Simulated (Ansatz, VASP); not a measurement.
**GaAs in VASP and in Ansatz**

File INCAR:

```
PREC = Accurate ; ENCUT = 520
EDIFF = 1E-7 ; ISMEAR = -1
SIGMA = 0.05 ; LREAL = False
LASPH = True ; NELM = 150
ALGO = Normal ; ISIF = 2
LWAVE = False ; LCHARG = True
MAGMOM = 0 0 0 0 0 0 ; LORBIT = 11
LSORBIT = True ; GGA_COMPAT = False
LORBMOM = True ; GGA = PE
LVHAR = True ; NBANDS = 30
LUSENCCL = False
```

Contents of KPOINTS:

```
regular mesh
0
Gamma
  13 13 11
```

Contents of POSCAR:

```
GaAs
1.0
    3.8404235174      0.0000000000      0.0000000000
   -1.9202117587      3.3259043274      0.0000000000
    0.0000000000      0.0000000000      3.2402766840
Ga As
1 1
Direct
    0.0000000000      0.0000000000      0.0000000000
    0.3333333333      0.6666666667      0.5000000000
```

Input for Ansatz:

```yaml
crystal:
  lattice:
    - [3.8404235174, 0.0, 0.0]
    - [-1.9202117587, 3.3259043274, 0.0]
    - [0.0, 0.0, 3.240276684]
  atoms:
    - { symbol: Ga, position: [0.0, 0.0, 0.0] }
    - { symbol: As, position: [0.3333333333, 0.6666666667, 0.5] }
kpoints:
  mp_grid: { grid: [13, 13, 11] }
  band_path:
    path:
      - [0.0, 0.0, 0.0]
      - [0.5, 0.0, 0.0]
      - [0.3333333333, 0.3333333333, 0.0]
      - [0.0, 0.0, 0.0]
      - [0.0, 0.0, 0.5]
      - [0.5, 0.0, 0.5]
      - [0.3333333333, 0.3333333333, 0.5]
      - [0.0, 0.0, 0.5]
      - [0.5, 0.0, 0.5]
    npoints: 5
scf:
  occupations: { method: fermi_dirac, width: 0.05 }
hamiltonian:
  xc: pbe
  pseudopotentials: { kind: all_electron, lapw: { basis_error: 0.0005 } }
output:
  forces: true
  stress: true
  eigenvalues: true
magnetization:
  noncollinear: true
  spin_orbit: true
```

Alike in both runs: task single point; functional PBE; k mesh 13 × 13 × 11; occupations fermi-dirac, width 0.05 eV; non-collinear spin, spin-orbit coupling.

|  | VASP | Ansatz |
| --- | --- | --- |
| version | VASP 6.6.1 | Ansatz 0.2.0 |
| potentials or method | VASP PAW PBE potentials, release 64 (Ga_d, As), cutoff 520 eV | all-electron LAPW |

|  | VASP | Ansatz | Ansatz less VASP |
| --- | --- | --- | --- |
| pressure (GPa) | 0.2 | 0.0 | -0.15 |
| traceless stress, the component that is largest in VASP (GPa) | 0.07 | 0.05 | -0.020 |
| net moment per atom (μB) | 0.00 | 0.00 | 0.000 |

Ansatz ran all-electron here, and VASP with PAW potentials.
